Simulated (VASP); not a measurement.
Input of a VASP 6.6.1 run:

Contents of INCAR:

```
  PREC = Accurate
  ENCUT = 520
  EDIFF = 1E-6
  ISMEAR = 0
  SIGMA = 0.15
  LREAL = F
  LASPH = T
  NELM = 100
  ALGO = Normal
  ISIF = 2
  LWAVE = F
  LCHARG = T
  GGA = PE
  IVDW = 12
  LELF = T
  LVHAR = T
  NBANDS = 12
```

The input KPOINTS:

```
regular mesh
0
Gamma
  24 24 24
```

File POSCAR:

```
P
1.0
    1.8461897884      1.0658981713      2.5154377821
   -1.8461897884      1.0658981713      2.5154377821
    0.0000000000     -2.1317963426      2.5154377821
P
2
Direct
    0.2336660455      0.2336660455      0.2336660455
    0.7663339545      0.7663339545      0.7663339545
```

Potentials or basis: VASP PAW PBE potentials, release 64 (P).

The run is started by

```sh
$ cat potpaw_PBE.64/P/POTCAR > POTCAR
$ mpirun -np 1 vasp_std > vasp.out
```

Question: Predict the largest force.

Answer: 0.466 eV/Å.

Question: Estimate the band gap on the k mesh.

Answer: Zero (bands 5 and 6 overlap by 2.33 eV).

Question: Estimate the pressure.

Answer: -5.0 GPa.

Question: Estimate the dispersion energy per atom.

Answer: -0.475 eV.

Stress tensor (GPa, compression positive):
```
-11.37   0.00   0.00
  0.00 -11.37   0.00
  0.00   0.00   7.68
```

Caveat: the stress differs along the axes, from -11 to 8 GPa.
